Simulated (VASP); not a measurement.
Runs of VASP 6.6.1 on Zn. The structure is that of space group Pm-3m (No. 221), or close to it. The cells are those of the table. This isn't the form of Zn at room conditions, which is hcp.

| task | spin | cell | k mesh | gap on the mesh (eV) | pressure (GPa) |
| --- | --- | --- | --- | --- | --- |
| single point | non-collinear, zero start, SOC | a = 2.581 Å, 1 atom | 12 × 12 × 12 | - | (b) |
| single point | off | a = 2.581 Å, 1 atom | 14 × 14 × 14 | none | 0.4 |
| single point | off | a = 2.473 Å, 1 atom | 14 × 14 × 14 | none | 11.3 |
| single point | off | a = 2.510 Å, 1 atom | 14 × 14 × 14 | none | 6.8 |
| single point | off | a = 2.648 Å, 1 atom | 14 × 14 × 14 | none | (a) |
| single point | off | a = 2.546 Å, 1 atom | 14 × 14 × 14 | none | 3.1 |
| relaxation of cell and atoms | off | relaxed from a = 2.542 Å, 1 atom | 12 × 12 × 12 | none | 0.1 |
| single point | off | a = 2.615 Å, 1 atom | 14 × 14 × 14 | none | -1.7 |

Alike in all rows: level r2SCAN; potentials or basis VASP PAW PBE potentials, release 64 (Zn); cutoff (eV) 550; smearing fermi-dirac 0.1 eV.

**Question.** Estimate the missing entries.

**Answer.** (a) -3.4; (b) 0.2.

Caveats: the PAW data sets were made with another functional, which shifts forces and pressure a little; the cell stands under pressure (at least some runs); the cell stands under tension (at least some runs).

A gap of «none» marks levels without a gap at the run's occupations.
